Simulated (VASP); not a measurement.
Set up this calculation in VASP 6.6.1, as the native input.

```
Task                   : single point
Functional             : PBEsol
Potentials or basis    : VASP PAW PBE potentials, release 64 (Si, Ni)
Cutoff                 : 520 eV
k mesh                 : 10 × 10 × 10
Occupations            : gaussian, width 0.15 eV
Spin                   : no spin polarisation
Dipole correction      : no
Further INCAR settings : ALGO = Normal; EDIFF = 1e-06; NBANDS = 38
```

The structure of SiNi lies in POSCAR:

```
SiNi
1.0
    4.1105388466      0.0000000000      0.0000000000
    0.0000000000      4.1105388466      0.0000000000
    0.0000000000      0.0000000000      4.8254151678
Si Ni
4 4
Direct
    0.8464645187      0.8464645187      0.8464645187
    0.6535354813      0.1535354813      0.3464645187
    0.3464645187      0.6535354813      0.1535354813
    0.1535354813      0.3464645187      0.6535354813
    0.1489904732      0.1489904732      0.1489904732
    0.3510095268      0.8510095268      0.6489904732
    0.6489904732      0.3510095268      0.8510095268
    0.8510095268      0.6489904732      0.3510095268
```

This cell differs from its parent crystal: strain -0.080 along x and y, +0.080 along z.

One way to write it, as run:

INCAR

```
SYSTEM = SiNi
ALGO = Normal
EDIFF = 1E-6
ENCUT = 520
GGA = PS
ISIF = 2
ISMEAR = 0
LASPH = .TRUE.
LCHARG = .FALSE.
LREAL = .FALSE.
LWAVE = .FALSE.
NBANDS = 38
NELM = 100
PREC = Accurate
SIGMA = 0.15
```

KPOINTS

```
k-points
0
G
  10 10 10
  0 0 0
```

Potentials or basis: VASP PAW PBE potentials, release 64 (Si, Ni).

Command:

```bash
$ cat potpaw_PBE.64/Si/POTCAR potpaw_PBE.64/Ni/POTCAR > POTCAR
$ mpirun -np 1 vasp_std > vasp.out
```

It gave:

| Quantity | Value |
| --- | --- |
| Pressure | 28.2 GPa |
| Largest force | 0.672 eV/Å |
| Band gap on the k mesh | zero (band 28 reaches 14.78 eV, above the bottom of band 29 at 13.37 eV) |

Caveat: the cell differs from its parent crystal (strain -0.080 along x and y, +0.080 along z); the PAW data sets were made with another functional, which shifts forces and pressure a little.

Wall time 16 min on 1 thread of Oxide Virtual Turin-like Processor, with other jobs on the host, peak memory 0.53 GiB.
